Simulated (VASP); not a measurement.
Runs of VASP 6.6.1 on Cu3N. The structure is that of space group Pm-3m (No. 221), or close to it. The cells are those of the table. 

| cell | gap on the mesh (eV) | pressure (GPa) |
| --- | --- | --- |
| a = 3.857 Å, 4 atoms | 1.22 | -7.7 |
| a = 3.756 Å, 4 atoms | (c) | 1.6 |
| a = 3.781 Å, 4 atoms | (b) | -1.2 |
| a = 3.882 Å, 4 atoms | (a) | -9.4 |
| a = 3.832 Å, 4 atoms | 1.29 | -5.8 |

Alike in all rows: task single point; level PBEsol; potentials or basis VASP PAW PBE potentials, release 64 (Cu, N); no spin polarisation; k mesh 5 × 5 × 5; cutoff (eV) 600; smearing fermi-dirac 0.05 eV.

Task: Fill in the values left out.

Result: (a) 1.16; (b) 1.43; (c) 1.41.

Caveats: the PAW data sets were made with another functional, which shifts forces and pressure a little; an odd mesh through Γ misses points on the zone boundary, where band edges can lie; the cell stands under tension (at least some runs).
